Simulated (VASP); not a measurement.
# SiGe4W (P4/mmm) in VASP: notebook

SiGe4W is run at these levels: PBE; tasks: single point.

Program: VASP 6.6.1. These are calculated values, not measurements. Logs are shortened: lines on timing, memory, paths and dates and some standing lists are left out, and cuts for length are marked.

## Step 1: The cell of the first run

The structure is tetragonal, space group P4/mmm (No. 123). The conventional cell has a = 3.838 Å, b = 3.838 Å, c = 6.746 Å, α = 90.00°, β = 90.00°, γ = 90.00°. Within 4.1 Å of Si (site symmetry 4/mmm) lie 16 Ge at 3.11 to 3.88 Å and 4 Si at 3.84 Å. Ge (site symmetry mmm) has 2 W at 1.92 Å within 2.5 Å. Within 2.5 Å of Ge (site symmetry 4mm) lie 1 W at 1.85 Å. W (site symmetry 4/mmm) has 6 Ge at 1.85 to 1.92 Å within 2.5 Å.

## Step 2: Single point, PBE

INCAR

```
SYSTEM = SiGe4W
  PREC = Accurate
  ENCUT = 520
  EDIFF = 1E-6
  ISMEAR = 0
  SIGMA = 0.1
  LREAL = .FALSE.
  LASPH = .TRUE.
  NELM = 60
  ALGO = Normal
  ISIF = 2
  LWAVE = .FALSE.
  LCHARG = .FALSE.
  GGA = PE
  NBANDS = 46
```

KPOINTS

```
Automatic mesh
0
G
  4 4 4
  0 0 0
```

POSCAR

```
SiGe4W
1.0
    3.8382813800      0.0000000000      0.0000000000
    0.0000000000      3.8382813800      0.0000000000
    0.0000000000      0.0000000000      6.7460226700
Si Ge W
1 4 1
Direct
    0.5000000000      0.5000000000      0.5000000000
    0.5000000000      0.0000000000      0.0000000000
    0.0000000000      0.5000000000      0.0000000000
    0.0000000000      0.0000000000      0.2737000000
    0.0000000000      0.0000000000      0.7263000000
    0.0000000000      0.0000000000      0.0000000000
```

Potentials or basis: VASP PAW PBE potentials, release 64 (Si, Ge_d, W_sv).

Command:

```sh
cat potpaw_PBE.64/Si/POTCAR potpaw_PBE.64/Ge_d/POTCAR potpaw_PBE.64/W_sv/POTCAR > POTCAR
mpirun -np 1 vasp_std > vasp.out
```

OUTCAR:

```text
SYSTEM = SiGe4W
   PREC = Accurate
   ENCUT = 520
   EDIFF = 1E-6
   ISMEAR = 0
   LREAL = .FALSE.
   LASPH = .TRUE.
   NELM = 60
   ISIF = 2
   GGA = PE

 ion  position               nearest neighbor table
   1  0.500  0.500  0.500-
   2  0.500  0.000  0.000-   6 1.92   6 1.92   4 2.66   4 2.66   5 2.66   5 2.66   3 2.71   3 2.71
                             3 2.71   3 2.71
   3  0.000  0.500  0.000-   6 1.92   6 1.92   4 2.66   4 2.66   5 2.66   5 2.66   2 2.71   2 2.71
                             2 2.71   2 2.71
   4  0.000  0.000  0.274-   6 1.85   3 2.66   2 2.66   3 2.66   2 2.66
   5  0.000  0.000  0.726-   6 1.85   3 2.66   2 2.66   3 2.66   2 2.66
   6  0.000  0.000  0.000-   4 1.85   5 1.85   2 1.92   3 1.92   3 1.92   2 1.92

  LATTYP: Found a simple tetragonal cell.
 ALAT       =     3.8382813800
 C/A-ratio  =     1.7575633473

  Lattice vectors:

 A1 = (   3.8382813800,   0.0000000000,   0.0000000000)
 A2 = (   0.0000000000,   3.8382813800,   0.0000000000)
 A3 = (   0.0000000000,   0.0000000000,   6.7460226700)

Analysis of symmetry for initial positions (statically):
=====================================================================
 Subroutine PRICEL returns:
 Original cell was already a primitive cell.

 Routine SETGRP: Setting up the symmetry group for a
 simple tetragonal supercell.

 Subroutine GETGRP returns: Found 16 space group operations
 (whereof 16 operations were pure point group operations)
 out of a pool of 16 trial point group operations.

The static configuration has the point symmetry D_4h.

Analysis of symmetry for dynamics (positions and initial velocities):
=====================================================================
 Subroutine PRICEL returns:
 Original cell was already a primitive cell.

 Routine SETGRP: Setting up the symmetry group for a
 simple tetragonal supercell.

 Subroutine GETGRP returns: Found 16 space group operations
 (whereof 16 operations were pure point group operations)
 out of a pool of 16 trial point group operations.

The dynamic configuration has the point symmetry D_4h.

 Subroutine INISYM returns: Found 16 space group operations
 (whereof 16 operations are pure point group operations),
 and found     1 'primitive' translations

----------------------------------------------------------------------------------------

                                     Primitive cell

  volume of cell :      99.3851

  direct lattice vectors                    reciprocal lattice vectors
     3.838281380  0.000000000  0.000000000     0.260533270  0.000000000  0.000000000
     0.000000000  3.838281380  0.000000000     0.000000000  0.260533270  0.000000000
     0.000000000  0.000000000  6.746022670     0.000000000  0.000000000  0.148235494

  length of vectors
     3.838281380  3.838281380  6.746022670     0.260533270  0.260533270  0.148235494

  position of ions in fractional coordinates (direct lattice)
     0.500000000  0.500000000  0.500000000
     0.500000000  0.000000000  0.000000000
     0.000000000  0.500000000  0.000000000
     0.000000000  0.000000000  0.273700000
     0.000000000  0.000000000  0.726300000
     0.000000000  0.000000000  0.000000000

  ion indices of the primitive-cell ions
   primitive index   ion index
                 1           1
                 2           2
                 3           3
                 4           4
                 5           5
                 6           6

----------------------------------------------------------------------------------------

 KPOINTS: Automatic mesh

Automatic generation of k-mesh.
 Grid dimensions read from file:
 generate k-points for:    4    4    4

 Generating k-lattice:

  Cartesian coordinates                     Fractional coordinates (reciprocal lattice)
     0.065133318  0.000000000  0.000000000     0.250000000  0.000000000  0.000000000
     0.000000000  0.065133318  0.000000000     0.000000000  0.250000000  0.000000000
     0.000000000  0.000000000  0.037058873     0.000000000  0.000000000  0.250000000

  Length of vectors
     0.065133318  0.065133318  0.037058873

  Shift w.r.t. Gamma in fractional coordinates (k-lattice)
     0.000000000  0.000000000  0.000000000

 Subroutine IBZKPT returns following result:
 ===========================================

 Found     18 irreducible k-points:

 Following reciprocal coordinates:
            Coordinates               Weight
  0.000000  0.000000  0.000000      1.000000
  0.250000  0.000000  0.000000      4.000000
  0.500000  0.000000  0.000000      2.000000
  0.250000  0.250000  0.000000      4.000000
  0.500000  0.250000  0.000000      4.000000
  0.500000  0.500000  0.000000      1.000000
[... 10 lines left out ...]
  0.500000  0.250000  0.500000      4.000000
  0.500000  0.500000  0.500000      1.000000
   k-points           NKPTS =     18   k-points in BZ     NKDIM =     18   number of bands    NBANDS=     46
   number of dos      NEDOS =    301   number of ions     NIONS =      6
   total plane-waves  NPLWV =  45000
   dimension x,y,z NGX =    30 NGY =   30 NGZ =   50
   dimension x,y,z NGXF=    60 NGYF=   60 NGZF=  100
   ions per type =               1   4   1
   NGX,Y,Z   is equivalent  to a cutoff of  12.99, 12.99, 12.32 a.u.
   NGXF,Y,Z  is equivalent  to a cutoff of  25.99, 25.99, 24.64 a.u.
 SYSTEM =  SiGe4W
   PREC   = accura    normal or accurate (medium, high low for compatibility)
   ISTART =      0    job   : 0-new  1-cont  2-samecut
   ICHARG =      2    charge: 1-file 2-atom 10-const
   ISPIN  =      1    spin polarized calculation?
   LNONCOLLINEAR =      F non collinear calculations
   LSORBIT =      F    spin-orbit coupling
   LASPH  =      T    aspherical Exc in radial PAW
   ENCUT  =  520.0 eV  38.22 Ry    6.18 a.u.   7.14  7.14 12.54*2*pi/ulx,y,z
   NELM   =     60;   NELMIN=  2; NELMDL= -5     # of ELM steps
   EDIFF  = 0.1E-05   stopping-criterion for ELM
   LREAL  =      F    real-space projection
   EDIFFG = 0.1E-04   stopping-criterion for IOM
   NSW    =      0    number of steps for IOM
   IBRION =     -1    ionic relax: 0-MD 1-quasi-New 2-CG
   NFREE  =      0    steps in history (QN), initial steepest desc. (CG)
   ISIF   =      2    stress and relaxation
   ISYM   =      2    0-nonsym 1-usesym 2-fastsym
   POTIM  = 0.5000    time-step for ionic-motion
   TEBEG  =    0.0;   TEEND  =   0.0 temperature during run
   PSTRESS=    0.0 pullay stress
   NELECT =      74.0000    total number of electrons
   NUPDOWN=      -1.0000    fix difference up-down
   EMIN   =  10.00;   EMAX   =-10.00  energy-range for DOS
   EFERMI =   0.00;   METHOD = LEGACY
   ISMEAR =     0;   SIGMA  =   0.10  broadening in eV -4-tet -1-fermi 0-gaus
   EFERMI_NEDOS =   21; number of points for ismear=-14 and -15
   IALGO  =     38    algorithm
   IMIX   =      4    mixing-type and parameters
     AMIX     =   0.40;   BMIX     =  1.00
     AMIX_MAG =   1.60;   BMIX_MAG =  1.00
  volume/ion in A,a.u.               =      16.56       111.78
  Fermi-wavevector in a.u.,A,eV,Ry     =   1.483810  2.803994 29.955836  2.201692
  Thomas-Fermi vector in A             =   2.597425
   LORBIT       =      0    0 simple, 1 ext, 2 COOP (PROOUT), +10 PAW based schemes
   GGA     = PE    functional components
   LHFCALC =     F    Hartree Fock is set to
   AEXX    =    0.0000 exact exchange contribution
   IVDW    =     0    specifies the selected vdW correction
   LEPSILON=     F    determine dielectric tensor
   LRPA    =     F    only Hartree local field effects (RPA)
 non-spin polarized calculation
 Gauss-broadening in eV      SIGMA  =   0.10
  energy-cutoff  :      520.00
  volume of cell :       99.39
 maximum number of plane-waves:      2704
 NGX is ok and might be reduce to    30
   NGX = 15   NGY = 15   NGZ = 25

 number of electron      73.9999995 magnetization

 Free energy of the ion-electron system (eV)
  ---------------------------------------------------
  ext. energy  EPLUGINS =         0.00000000
  ---------------------------------------------------
  free energy    TOTEN  =        -4.50264656 eV

  energy without entropy =       -4.48607401  energy(sigma->0) =       -4.49436028

 E-fermi :   8.5004     XC(G=0): -11.4645

 val. band max:        8.3825113397   @ k =   0.5000   0.2500   0.0000
 cond. band min:       8.5104832481   @ k =   0.5000   0.0000   0.2500
 fundamental gap:      0.1279719085
 Fermi energy:         8.5003700780

 k-point     1 :       0.0000    0.0000    0.0000
  band No.  band energies     occupation
      1     -65.2633      2.00000
      2     -31.4758      2.00000
      3     -30.7533      2.00000
      4     -30.7533      2.00000
      5     -18.2287      2.00000
      6     -18.0381      2.00000
[... 38 lines left out ...]
     45      13.0110      0.00000
     46      13.3405      0.00000

 k-point     2 :       0.2500    0.0000    0.0000
  band No.  band energies     occupation
      1     -65.2563      2.00000
      2     -31.4852      2.00000
      3     -30.9737      2.00000
      4     -30.7639      2.00000
      5     -18.1372      2.00000
      6     -17.9352      2.00000
[... 38 lines left out ...]
     45      14.1015      0.00000
     46      14.6697      0.00000

 k-point     3 :       0.5000    0.0000    0.0000
  band No.  band energies     occupation
      1     -65.2494      2.00000
      2     -31.4946      2.00000
      3     -31.1827      2.00000
      4     -30.7745      2.00000
      5     -18.1241      2.00000
      6     -17.8676      2.00000
[... 38 lines left out ...]
     45      14.0966      0.00000
     46      14.7242      0.00000

 k-point     4 :       0.2500    0.2500    0.0000
  band No.  band energies     occupation
      1     -65.2494      2.00000
      2     -31.4947      2.00000
      3     -30.9841      2.00000
      4     -30.9835      2.00000
      5     -17.8800      2.00000
      6     -17.7998      2.00000
[... 626 lines left out ...]
     45      13.0494      0.00000
     46      13.7756      0.00000

 k-point    17 :       0.5000    0.2500    0.5000
  band No.  band energies     occupation
      1     -65.2425      2.00000
      2     -31.5044      2.00000
      3     -31.1922      2.00000
      4     -30.9938      2.00000
      5     -17.8058      2.00000
      6     -17.7843      2.00000
[... 38 lines left out ...]
     45      14.1858      0.00000
     46      14.7705      0.00000

 k-point    18 :       0.5000    0.5000    0.5000
  band No.  band energies     occupation
      1     -65.2355      2.00000
      2     -31.5138      2.00000
      3     -31.2017      2.00000
      4     -31.2017      2.00000
      5     -17.7332      2.00000
      6     -17.7332      2.00000
[... 38 lines left out ...]
     45      13.5681      0.00000
     46      16.9510      0.00000

------------------------ aborting loop because EDIFF is reached ----------------------------------------

  FORCE on cell =-STRESS in cart. coord.  units (eV):
  Direction    XX          YY          ZZ          XY          YZ          ZX
  --------------------------------------------------------------------------------------
  -------------------------------------------------------------------------------------
  Total       80.2520678     80.2520678    102.3449671      0.0000000      0.0000000      0.0000000
  in kB     1293.7352137   1293.7352137   1649.8925383      0.0000000      0.0000000      0.0000000
  external PRESSURE =    1412.4543219 kB  Pullay stress =       0.0000000 kB

 VOLUME and BASIS-vectors are now :
 -----------------------------------------------------------------------------
  energy-cutoff  :      520.00
  volume of cell :       99.39
      direct lattice vectors                 reciprocal lattice vectors
     3.838281380  0.000000000  0.000000000     0.260533270  0.000000000  0.000000000
     0.000000000  3.838281380  0.000000000     0.000000000  0.260533270  0.000000000
     0.000000000  0.000000000  6.746022670     0.000000000  0.000000000  0.148235494

 POSITION                                       TOTAL-FORCE (eV/Angst)
 -----------------------------------------------------------------------------------
      1.91914      1.91914      3.37301         0.000000      0.000000      0.000000
      1.91914      0.00000      0.00000         0.000000      0.000000      0.000000
      0.00000      1.91914      0.00000         0.000000      0.000000      0.000000
      0.00000      0.00000      1.84639         0.000000      0.000000     28.109005
      0.00000      0.00000      4.89964         0.000000      0.000000    -28.109005
      0.00000      0.00000      0.00000         0.000000      0.000000      0.000000
 -----------------------------------------------------------------------------------
    total drift:                                0.000000     -0.000000      0.000000

  FREE ENERGIE OF THE ION-ELECTRON SYSTEM (eV)
  ---------------------------------------------------
  free  energy   TOTEN  =        -4.5026465561 eV

  energy  without entropy=       -4.4860740054  energy(sigma->0) =       -4.49436028
```

It took 95 s on 1 thread of Intel Xeon Platinum 8259CL at 2.50GHz (Skylake/Cascade Lake), shared host; peak memory 0.24 GiB.

What came out:

```
Free energy            : -4.5026 eV
Pressure               : 141.2 GPa
Largest force          : 28.109 eV/Å
Band gap on the k mesh : zero (band 37 reaches 9.01 eV, above the bottom of band 38 at 7.74 eV)
```

Forces on the atoms (eV/Å):
```
Si    0.000   0.000   0.000
Ge    0.000   0.000   0.000
Ge    0.000   0.000   0.000
Ge    0.000   0.000  28.109
Ge    0.000   0.000 -28.109
W     0.000   0.000   0.000
```

Caveat: the k points lie up to 0.41 Å⁻¹ apart; spin-orbit coupling is left out, which moves the levels of the heavy elements; forces of over 1 eV/Å act on the atoms, so gaps and moduli don't describe the material at rest.

## Step 3: Single point, PBE

This run uses another cell than the first one, of 27.73 Å³/atom, 1.674 times its volume.

INCAR

```
PREC     = Accurate       # precision mode
ENCUT    = 520            # plane-wave cutoff, eV
EDIFF    = 1E-6           # SCF threshold, eV
ISMEAR   = 0              # smearing method
SIGMA    = 0.1            # smearing width, eV
LREAL    = F              # projectors in reciprocal space
LASPH    = T              # aspherical terms in the spheres
NELM     = 80             # most SCF steps
ALGO     = Normal         # electronic algorithm
ISIF     = 2              # what is computed and relaxed
LWAVE    = F              # write WAVECAR
LCHARG   = F              # write CHGCAR
GGA      = PE             # functional
NBANDS   = 46             # bands
```

KPOINTS

```
regular mesh
0
Gamma
  4 4 4
```

POSCAR

```
SiGe4W
1.0
    4.7963542672      0.0000000000      0.0000000000
    0.0000000000      4.7963542672      0.0000000000
    0.0000000000      0.0000000000      7.2335514696
Si Ge W
1 4 1
Direct
    0.5000000000      0.5000000000      0.5000000000
    0.5000000000      0.0000000000      0.0000000000
    0.0000000000      0.5000000000      0.0000000000
    0.0000000000      0.0000000000      0.3396570439
    0.0000000000      0.0000000000      0.6603429561
    0.0000000000      0.0000000000      0.0000000000
```

Potentials or basis: VASP PAW PBE potentials, release 64 (Si, Ge_d, W_sv).

Command:

```sh
cat potpaw_PBE.64/Si/POTCAR potpaw_PBE.64/Ge_d/POTCAR potpaw_PBE.64/W_sv/POTCAR > POTCAR
mpirun -np 1 vasp_std > vasp.out
```

OUTCAR:

```text
PREC = Accurate
   ENCUT = 520
   EDIFF = 1E-6
   ISMEAR = 0
   LREAL = F
   LASPH = T
   NELM = 80
   ISIF = 2
   GGA = PE

 ion  position               nearest neighbor table
   1  0.500  0.500  0.500-
   2  0.500  0.000  0.000-   6 2.40   6 2.40
   3  0.000  0.500  0.000-   6 2.40   6 2.40
   4  0.000  0.000  0.340-   5 2.32   6 2.46
   5  0.000  0.000  0.660-   4 2.32   6 2.46
   6  0.000  0.000  0.000-   2 2.40   3 2.40   3 2.40   2 2.40   4 2.46   5 2.46

[... 1080 lines left out ...]
  -------------------------------------------------------------------------------------
  Total       -0.0076554     -0.0076554     -0.0292140      0.0000000     -0.0000000      0.0000000
  in kB       -0.0737063     -0.0737063     -0.2812728      0.0000000     -0.0000000      0.0000000
  external PRESSURE =      -0.1428951 kB  Pullay stress =       0.0000000 kB

 VOLUME and BASIS-vectors are now :
 -----------------------------------------------------------------------------
  energy-cutoff  :      520.00
  volume of cell :      166.41
      direct lattice vectors                 reciprocal lattice vectors
     4.796354267  0.000000000  0.000000000     0.208491689  0.000000000  0.000000000
     0.000000000  4.796354267  0.000000000     0.000000000  0.208491689  0.000000000
     0.000000000  0.000000000  7.233551470     0.000000000  0.000000000  0.138244679

 POSITION                                       TOTAL-FORCE (eV/Angst)
 -----------------------------------------------------------------------------------
      2.39818      2.39818      3.61678         0.000000      0.000000      0.000000
      2.39818      0.00000      0.00000         0.000000      0.000000      0.000000
      0.00000      2.39818      0.00000         0.000000      0.000000      0.000000
      0.00000      0.00000      2.45693        -0.000000      0.000000      0.013302
      0.00000      0.00000      4.77662         0.000000     -0.000000     -0.013302
      0.00000      0.00000      0.00000         0.000000      0.000000      0.000000
 -----------------------------------------------------------------------------------
    total drift:                                0.000000      0.000000     -0.000000

  FREE ENERGIE OF THE ION-ELECTRON SYSTEM (eV)
  ---------------------------------------------------
  free  energy   TOTEN  =       -30.8482341536 eV

  energy  without entropy=      -30.8212194956  energy(sigma->0) =      -30.83472682
```

It took 1.9 min on 1 thread of Intel Xeon Platinum 8259CL at 2.50GHz (Skylake/Cascade Lake), shared host; peak memory 0.32 GiB.

Results:

* Free energy: -30.8482 eV
* Pressure: 0.0 GPa
* Largest force: 0.013 eV/Å
* Band gap on the k mesh: zero (band 37 reaches 3.66 eV, above the bottom of band 38 at 2.97 eV)

Forces in eV/Å, atoms in the order of the input:
```
Si   0.000  0.000  0.000
Ge   0.000  0.000  0.000
Ge   0.000  0.000  0.000
Ge   0.000  0.000  0.013
Ge   0.000  0.000 -0.013
W    0.000  0.000  0.000
```

Levels at points of the mesh, in eV from the Fermi level:
```csv
k point,band 34,band 35,band 36,band 37,band 38,band 39,band 40,band 41
"(0.00, 0.00, 0.00)",-1.49,-0.69,-0.59,-0.59,-0.54,1.03,1.04,2.18
"(0.50, 0.00, 0.00)",-1.46,-1.40,-0.36,0.14,0.21,0.21,0.52,0.52
"(0.50, 0.50, 0.00)",-3.11,-3.11,-2.62,-2.62,-0.09,2.55,2.55,2.63
"(0.00, 0.00, 0.50)",-1.91,-0.68,-0.30,0.02,0.02,0.83,1.46,1.74
"(0.50, 0.00, 0.50)",-1.93,-0.86,-0.85,-0.16,0.45,0.55,0.76,1.02
"(0.50, 0.50, 0.50)",-3.21,-1.69,-1.12,-1.12,0.29,1.13,1.13,1.21
```

Caveat: spin-orbit coupling is left out, which moves the levels of the heavy elements.
